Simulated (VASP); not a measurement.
A run of VASP 6.6.1 is set up as follows.

The input POSCAR:

```
MgSi
1.0
    2.9083940000      0.0000000000      0.0000000000
    0.0000000000      2.9083940000      0.0000000000
    0.0000000000      0.0000000000      4.1034270000
Mg Si
1 1
Direct
    0.0000000000      0.0000000000      0.0000000000
    0.5000000000      0.5000000000      0.5365548114
```

Contents of INCAR.step1:

```
SYSTEM = MgSi
  PREC = Accurate
  ENCUT = 520
  ISMEAR = 0
  SIGMA = 0.15
  LREAL = .FALSE.
  LASPH = .TRUE.
  NELM = 60
  NBANDS = 10
  GGA = PE
  ALGO = Normal
  EDIFF = 1E-4
  LWAVE = .TRUE.
  LCHARG = .FALSE.
```

INCAR.step2

```
SYSTEM = MgSi
  PREC = Accurate
  ENCUT = 520
  EDIFF = 1E-7
  ISMEAR = 0
  SIGMA = 0.15
  LREAL = .FALSE.
  LASPH = .TRUE.
  NELM = 60
  ALGO = Normal
  ISIF = 2
  LWAVE = .FALSE.
  LCHARG = .TRUE.
  METAGGA = R2SCAN
  LMIXTAU = .TRUE.
  LELF = .TRUE.
  LVHAR = .TRUE.
  NBANDS = 10
  ISTART = 1
```

File KPOINTS:

```
regular mesh
0
G
  16 16 12
  0 0 0
```

Potentials or basis: VASP PAW PBE potentials, release 64 (Mg, Si).

The run is started by

```console
$ cat potpaw_PBE.64/Mg/POTCAR potpaw_PBE.64/Si/POTCAR > POTCAR
$ cp INCAR.step1 INCAR
$ mpirun -np 1 vasp_std > vasp.out
$ cp INCAR.step2 INCAR
$ mpirun -np 1 vasp_std > vasp.out
```

Q: Predict the pressure.

A: -0.8 GPa.

Q: Predict the largest force.

A: 0.573 eV/Å.

Forces on the atoms (eV/Å):
```
Mg   0.000  0.000  0.573
Si   0.000  0.000 -0.573
```

Caveat: the cell differs from its parent crystal (all Si atoms moved +0.150 Å, as atom 2 along Cartesian [0 0 1]); the PAW data sets were made with another functional, which shifts forces and pressure a little.
